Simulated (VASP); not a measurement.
Wanted: the native input for a VASP 6.6.1 run.

| Property | Result |
| --- | --- |
| Task | single point |
| Functional | PBEsol |
| Potentials or basis | VASP PAW PBE potentials, release 64 (Mo_sv) |
| Cutoff | 520 eV |
| k mesh | 12 × 12 × 12 |
| Occupations | fermi-dirac, width 0.05 eV |
| Spin | no spin polarisation |
| Dipole correction | no |
| Further INCAR settings | ALGO = Normal; EDIFF = 1e-06; NBANDS = 13 |

The structure of Mo lies in POSCAR:

```
Mo
1.0
   -1.5193466002      1.5193466002      1.5193466002
    1.5193466002     -1.5193466002      1.5193466002
    1.5193466002      1.5193466002     -1.5193466002
Mo
1
Direct
    0.0000000000      0.0000000000      0.0000000000
```

The input as run:

INCAR

```
PREC     = Accurate       # precision mode
ENCUT    = 520            # plane-wave cutoff, eV
EDIFF    = 1E-6           # SCF threshold, eV
ISMEAR   = -1             # smearing method
SIGMA    = 0.05           # smearing width, eV
LREAL    = False          # projectors in reciprocal space
LASPH    = True           # aspherical terms in the spheres
NELM     = 100            # most SCF steps
ALGO     = Normal         # electronic algorithm
ISIF     = 2              # what is computed and relaxed
LWAVE    = False          # write WAVECAR
LCHARG   = False          # write CHGCAR
GGA      = PS             # functional
NBANDS   = 13             # bands
```

KPOINTS

```
regular mesh
0
Gamma
  12 12 12
```

Potentials or basis: VASP PAW PBE potentials, release 64 (Mo_sv).

The run is started by

```bash
$ cat potpaw_PBE.64/Mo_sv/POTCAR > POTCAR
$ mpirun -np 1 vasp_std > vasp.out
```

Results of the run:

```yaml
Pressure: 30.8 GPa
Band_gap_on_the_k_mesh: zero (band 7 reaches 18.95 eV, above the bottom of band 8 at 12.68 eV)
```

Caveat: the PAW data sets were made with another functional, which shifts forces and pressure a little.

Run time: 8.7 s on 1 thread of Intel(R) Xeon(R) Platinum 8559C (Emerald Rapids) (shared host), peak memory 0.13 GiB.
